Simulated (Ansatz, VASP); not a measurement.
This is a calculation of AlRu for Ansatz 0.2.0.

The input input.yaml:

```yaml
crystal:
  lattice:
    - [3.0502737196, 0.0, 0.0]
    - [0.0, 3.0502737196, 0.0]
    - [0.0, 0.0, 3.0502737196]
  atoms:
    - { symbol: Ru, position: [0.5, 0.5, 0.5] }
    - { symbol: Al, position: [0.0, 0.0, 0.0] }
hamiltonian:
  xc: r2scan
  pseudopotentials: { kind: paw }
kpoints:
  mp_grid: { grid: [9, 9, 9] }
scf:
  occupations: { method: fermi_dirac, width: 0.05 }
output:
  forces: true
  stress: true
  eigenvalues: true
```

Potentials or basis: Ansatz PAW.

Run with:

```sh
$ ansatz run input.yaml --threads 2 --pin off --max-ram 5632MiB --backend cpu --events-out ev --progress --plain --runs-dir out
```

Q: Set up the same calculation for VASP 6.6.1. Potentials there: VASP PAW PBE potentials, release 64 (Ru_pv, Al).

A: As run (the cutoff follows the program's own potentials):

The input POSCAR:

```
AlRu
1.0
    3.0502737196      0.0000000000      0.0000000000
    0.0000000000      3.0502737196      0.0000000000
    0.0000000000      0.0000000000      3.0502737196
Ru Al
1 1
Direct
    0.5000000000      0.5000000000      0.5000000000
    0.0000000000      0.0000000000      0.0000000000
```

INCAR.step1

```
PREC = Accurate
ENCUT = 520
ISMEAR = -1
SIGMA = 0.05
LREAL = F
LASPH = T
NELM = 60
NBANDS = 16
GGA = PE
ALGO = Normal
EDIFF = 1E-4
LWAVE = T
LCHARG = F
```

Contents of INCAR.step2:

```
PREC = Accurate
ENCUT = 520
EDIFF = 1E-7
ISMEAR = -1
SIGMA = 0.05
LREAL = F
LASPH = T
NELM = 60
ALGO = Normal
ISIF = 2
LWAVE = F
LCHARG = F
METAGGA = R2SCAN
LMIXTAU = T
NBANDS = 16
ISTART = 1
```

KPOINTS

```
Automatic mesh
0
Gamma
  9 9 9
```

Potentials or basis: VASP PAW PBE potentials, release 64 (Ru_pv, Al).

Run with:

```sh
$ cat potpaw_PBE.64/Ru_pv/POTCAR potpaw_PBE.64/Al/POTCAR > POTCAR
$ cp INCAR.step1 INCAR
$ mpirun -np 1 vasp_std > vasp.out
$ cp INCAR.step2 INCAR
$ mpirun -np 1 vasp_std > vasp.out
```

Both were run:

|  | VASP | Ansatz | Ansatz less VASP |
| --- | --- | --- | --- |
| gap on the k mesh at the Fermi level (eV) | none | none | - |
| pressure (GPa) | -12.9 | -12.9 | -0.03 |

VASP's potentials were made for PBE, not for r2SCAN. A gap of «none» marks a metal or a gap that the smearing closes. VASP's potentials hold 17 valence electrons a cell and Ansatz's 19, so a difference there can come from the potentials and not from the codes.
